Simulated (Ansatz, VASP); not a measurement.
**TiC in VASP and in Ansatz**

```
Ti C
1.0
     0.00000    2.16578    2.16578
     2.16578    0.00000    2.16578
     2.16578    2.16578    0.00000
Ti C
1 1
Direct
  0.50000 0.50000 0.50000
  0.00000 0.00000 0.00000
```

Alike in both runs: task single point; functional PBE; k mesh 6 × 6 × 6; occupations gaussian, width 0.1 eV; collinear spin.

```csv
,VASP,Ansatz
version,VASP 6.6.1,Ansatz 0.2.0
potentials or method,"VASP PAW PBE potentials, release 64 (Ti_sv, C), cutoff 520 eV","scalar-relativistic, plane waves, PAW"
valence electrons in the cell,16,16
```

|  | VASP | Ansatz | Ansatz less VASP |
| --- | --- | --- | --- |
| gap on the k mesh at the Fermi level (eV) | none | none | - |
| pressure (GPa) | 0.5 | 0.3 | -0.23 |
| net moment per atom (μB) | 0.00 | 0.00 | 0.000 |

A gap of «none» marks a metal or a gap that the smearing closes. Ansatz's warnings: seeded moment not kept.

The k mesh is coarse, so the values compare programs but aren't converged.
